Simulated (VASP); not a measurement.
Runs of VASP 6.6.1 on NaRe4Ir. The structure is that of space group F-43m (No. 216), or close to it. The cells are those of the table. 

```tsv
task	cell	k mesh	cutoff (eV)	gap on the mesh (eV)	pressure (GPa)	largest force (eV/Å)
single point	a = 5.182 Å, angles 60.0°, 6 atoms	4 × 4 × 4	520	none	(b)	(a)
single point	a = 5.181 Å, angles 60.0°, 6 atoms	10 × 10 × 10	520	none	-0.5	0.04
relaxation of cell and atoms	relaxed from a = 4.964 Å, angles 60.0°, 6 atoms	4 × 4 × 4	600	none	0.0	-
single point	a = 4.964 Å, angles 60.0°, 6 atoms	4 × 4 × 4	520	none	40.2	-
```

Alike in all rows: level PBE; potentials or basis VASP PAW PBE potentials, release 64 (Na_pv, Re, Ir); no spin polarisation; smearing gaussian 0.1 eV.

**Question.** Fill in the values left out.

**Answer.** (a) 0.10; (b) -0.4.

Caveats: some runs use coarse meshes; spin-orbit coupling is left out, which moves the levels of the heavy elements.

A k mesh can miss the band edges, and the runs leave out spin-orbit coupling on Ir, Re.

A gap of «none» marks levels without a gap at the run's occupations.
